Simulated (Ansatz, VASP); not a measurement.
# AlN in VASP and in Ansatz

```
Al N
1.0
     3.35520    0.00000    0.00000
    -1.67760    2.90569    0.00000
     0.00000    0.00000    4.58013
Al N
2 2
Direct
  0.33333 0.66667 0.00169
  0.66667 0.33333 0.50169
  0.33333 0.66667 0.38331
  0.66667 0.33333 0.88331
```

Change from the starting cell: strain +0.080 along x and y, -0.080 along z, atoms carried along.

Alike in both runs: task single point; functional r2SCAN; k mesh 12 × 12 × 6; occupations gaussian, width 0.05 eV; no spin polarisation.

|  | VASP | Ansatz |
| --- | --- | --- |
| version | VASP 6.6.1 | Ansatz 0.2.0 |
| potentials or method | VASP PAW PBE potentials, release 64 (Al, N), cutoff 520 eV | scalar-relativistic, plane waves, PAW |
| valence electrons in the cell | 16 | 16 |

|  | VASP | Ansatz | Ansatz less VASP |
| --- | --- | --- | --- |
| gap on the k mesh at the Fermi level (eV) | 3.91 | 3.88 | -0.024 |
| least direct gap on the mesh (eV) | 3.91 | 3.88 | -0.024 |
| pressure (GPa) | -8.2 | -8.0 | +0.26 |
| traceless stress, the component that is largest in VASP (GPa) | 40.24 | 39.66 | -0.583 |
| rms of the force components (eV/Å) | 1.543 | 1.514 | -0.0284 |

VASP's potentials were made for PBE, not for r2SCAN. Atom by atom the forces differ by 0.028 eV/Å (rms over components).
